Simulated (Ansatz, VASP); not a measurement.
## Zr: VASP beside Ansatz

The input INCAR:

```
SYSTEM = Zr
ALGO     = Normal         ! electronic algorithm
EDIFF    = 1E-6           ! SCF threshold, eV
ENCUT    = 520            ! plane-wave cutoff, eV
GGA      = PS             ! functional
ISIF     = 2              ! what is computed and relaxed
ISMEAR   = -1             ! smearing method
LASPH    = .True.         ! aspherical terms in the spheres
LCHARG   = .True.         ! write CHGCAR
LELF     = .True.         ! ELF
LREAL    = .False.        ! projectors in reciprocal space
LVHAR    = .True.       
LWAVE    = .False.        ! write WAVECAR
NBANDS   = 12             ! bands
NELM     = 100            ! most SCF steps
PREC     = Accurate       ! precision mode
SIGMA    = 0.08           ! smearing width, eV
```

File KPOINTS:

```
k-points
0
Gamma
  15 15 15
  0 0 0
```

POSCAR

```
Zr
1.0
   -1.6684398517      1.6684398517      1.6684398517
    1.6684398517     -1.6684398517      1.6684398517
    1.6684398517      1.6684398517     -1.6684398517
Zr
1
Direct
    0.0000000000      0.0000000000      0.0000000000
```

Input for Ansatz:

```yaml
crystal:
  lattice:
    - [-1.6684398517, 1.6684398517, 1.6684398517]
    - [1.6684398517, -1.6684398517, 1.6684398517]
    - [1.6684398517, 1.6684398517, -1.6684398517]
  atoms:
    - { symbol: Zr, position: [0.0, 0.0, 0.0] }
kpoints:
  mp_grid: { grid: [15, 15, 15] }
scf:
  occupations: { method: fermi_dirac, width: 0.08 }
hamiltonian:
  xc: pbesol
  pseudopotentials: { kind: all_electron, lapw: { basis_error: 0.001 } }
output:
  forces: true
  stress: true
  eigenvalues: true
  populations: true
```

Change from the starting cell: volume scaled by 0.85, LAPW.

Alike in both runs: task single point; functional PBEsol; k mesh 15 × 15 × 15; occupations fermi-dirac, width 0.08 eV; no spin polarisation.

|  | VASP | Ansatz |
| --- | --- | --- |
| version | VASP 6.6.1 | Ansatz 0.2.0 |
| potentials or method | VASP PAW PBE potentials, release 64 (Zr_sv), cutoff 520 eV | all-electron LAPW, scalar-relativistic |

```tsv
	VASP	Ansatz	Ansatz less VASP
pressure (GPa)	19.3	19.2	-0.13
```

VASP's potentials were made for PBE, not for PBEsol. Ansatz ran all-electron here, and VASP with PAW potentials.
